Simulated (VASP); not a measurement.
**KF (Carobbiite): single point with r2SCAN**

Crystal: KF (Carobbiite).

```xyz
2
Lattice="0.0000 2.6721 2.6721 2.6721 0.0000 2.6721 2.6721 2.6721 0.0000" Properties=species:S:1:pos:R:3 pbc="T T T"
K     0.0000    0.0000    0.0000
F     2.6721    2.6721    2.6721
```

```yaml
Program: VASP 6.6.1
Task: single point
Functional: r2SCAN
Potentials_or_basis: VASP PAW PBE potentials, release 64 (K_sv, F)
Cutoff: 520 eV
k_mesh: 8 × 8 × 8
Occupations: gaussian, width 0.01 eV
Spin: no spin polarisation
Dipole_correction: no
Further_INCAR_settings: ALGO = Normal; EDIFF = 1e-06; NBANDS = 15
```

The pressure is -0.5 GPa and the band gap on the k mesh is 6.83 eV, direct.

Levels at points of the mesh, in eV from the valence-band top:
```csv
k point,band 5,band 6,band 7,band 8,band 9,band 10,band 11,band 12
"(0.00, 0.00, 0.00)",-9.61,0.00,0.00,0.00,6.83,11.45,11.45,11.45
"(0.50, 0.00, 0.00)",-9.65,-0.76,-0.34,-0.34,9.68,11.24,12.92,12.92
"(0.50, 0.50, 0.00)",-9.82,-0.20,-0.05,-0.05,8.76,11.22,12.42,14.63
```

Wall time 41 s on 1 thread of Intel(R) Xeon(R) Platinum 8488C (Sapphire Rapids) (shared host), peak memory 0.17 GiB.

Caveat: the PAW data sets were made with another functional, which shifts forces and pressure a little. A k mesh can miss the band edges.
